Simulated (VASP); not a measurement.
Cd: single point with LDA

Crystal: Cd.

```
Cd
1.0
     2.78454    0.00000    0.00000
     0.00000    2.78454    0.00000
     0.00000    0.00000    2.78454
Cd
1
Cartesian
  0.0000 0.0000 0.0000
```

This isn't the form of Cd at room conditions, which is hcp.

```
Program             : VASP 6.6.1
Task                : single point
Functional          : LDA
Potentials or basis : VASP PAW LDA potentials, release 64 (Cd_sv_GW)
Cutoff              : 630 eV
k mesh              : 8 × 8 × 8
Occupations         : fermi-dirac, width 0.05 eV
Spin                : no spin polarisation
```

- Pressure: 5.0 GPa
- Band gap on the k mesh: zero (bands 10 and 11 overlap by 7.59 eV)

Levels at points of the mesh, in eV from the Fermi level:
```tsv
k point	band 7	band 8	band 9	band 10	band 11	band 12	band 13	band 14
(0.00, 0.00, 0.00)	-9.00	-8.31	-8.31	-8.31	10.69	10.69	10.69	15.08
(0.50, 0.00, 0.00)	-8.94	-8.94	-8.25	-3.00	-2.69	14.62	15.27	15.27
(0.50, 0.50, 0.00)	-8.83	-8.83	-7.76	0.89	0.89	2.81	6.19	18.36
(0.50, 0.50, 0.50)	-9.85	-7.73	-7.73	4.91	4.91	4.91	8.29	9.82
```

It took 7.1 s on 1 thread of Intel(R) Xeon(R) Platinum 8488C (Sapphire Rapids), on a shared host, peak memory 0.14 GiB.

Caveat: the cell stands under pressure.
